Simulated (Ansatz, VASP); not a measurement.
**MnSb: VASP beside Ansatz**

```
Sb Mn
1.0
     0.00000    2.79502    2.79502
     2.79502    0.00000    2.79502
     2.79502    2.79502    0.00000
Sb Mn
1 1
Cartesian
  2.7950 2.7950 2.7950
  0.0000 0.0000 0.0000
```

Alike in both runs: task single point; functional PBE; k mesh 7 × 7 × 7; occupations fermi-dirac, width 0.05 eV; collinear spin; fixed moment 5 μB.

|  | VASP | Ansatz |
| --- | --- | --- |
| version | VASP 6.6.1 | Ansatz 0.2.0 |
| potentials or method | VASP PAW PBE potentials, release 64 (Sb_d_GW, Mn_sv) | Ansatz PAW |
| plane-wave cutoff (eV) | 680 | 420 |
| valence electrons in the cell | 30 | 30 |

VASP gave:

```
pressure (GPa)                                                : 6.7
net moment per atom (μB)                                      : 2.50
size of the moment on the site where the two differ most (μB) : 3.92
```

Q: Estimate Ansatz's values.

A: Pressure (GPa): 6.9; net moment per atom (μB): 2.50; size of the moment on the site where the two differ most (μB): 4.22.

Site moments also hang on the region over which each program counts them.

Neither program's run includes spin-orbit coupling.
